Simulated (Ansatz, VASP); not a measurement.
SiMo3 in VASP and in Ansatz

```
Si Mo
1.0
     4.86293    0.00000    0.00000
     0.00000    4.86293    0.00000
     0.00000    0.00000    4.86293
Si Mo
2 6
Direct
  0.00000 0.00000 0.00000
  0.50000 0.50000 0.50000
  0.25000 0.00000 0.50000
  0.50000 0.75000 0.00000
  0.75000 0.00000 0.50000
  0.50000 0.25000 0.00000
  0.00000 0.50000 0.75000
  0.00000 0.50000 0.25000
```

Alike in both runs: functional PBEsol; k mesh 8 × 8 × 8; occupations fermi-dirac, width 0.15 eV; no spin polarisation.

Ansatz relaxed the structure, and its values are those at the end. VASP's run is a single point on that final structure, the one shown.

|  | VASP | Ansatz |
| --- | --- | --- |
| version | VASP 6.6.1 | Ansatz 0.2.0 |
| potentials or method | VASP PAW PBE potentials, release 64 (Si, Mo_sv), cutoff 520 eV | scalar-relativistic, plane waves, PAW |
| valence electrons in the cell | 92 | 92 |

Ansatz gave:

| Quantity | Value |
| --- | --- |
| gap on the k mesh at the Fermi level (eV) | none |
| pressure (GPa) | 0.0 |

Q: Which values does VASP return?

A: gap on the k mesh at the Fermi level (eV): none; pressure (GPa): 0.6.

VASP's potentials were made for PBE, not for PBEsol. A gap of «none» marks a metal or a gap that the smearing closes.
